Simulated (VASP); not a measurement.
Runs of VASP 6.6.1 on Ru. The structure is that of space group Fd-3m (No. 227), or close to it. The cells are those of the table. 

```csv
cell,gap on the mesh (eV),pressure (GPa)
"a = 3.812 Å, angles 60.0°, 2 atoms",none,0.3
"a = 3.708 Å, angles 60.0°, 2 atoms",none,(b)
"a = 3.863 Å, angles 60.0°, 2 atoms",none,-6.3
"a = 3.761 Å, angles 60.0°, 2 atoms",none,8.6
"a = 3.911 Å, angles 60.0°, 2 atoms",none,-11.5
"a = 3.653 Å, angles 60.0°, 2 atoms",none,(a)
```

Alike in all rows: task single point; level PBEsol; potentials or basis VASP PAW PBE potentials, release 64 (Ru_pv); no spin polarisation; k mesh 11 × 11 × 11; cutoff (eV) 500; smearing fermi-dirac 0.1 eV.

**Question.** Fill in the values left out.

**Answer.** (a) 32.2; (b) 19.1.

Caveats: the PAW data sets were made with another functional, which shifts forces and pressure a little.

A k mesh can miss the band edges, and the runs leave out spin-orbit coupling on Ru.

A gap of «none» marks levels without a gap at the run's occupations.
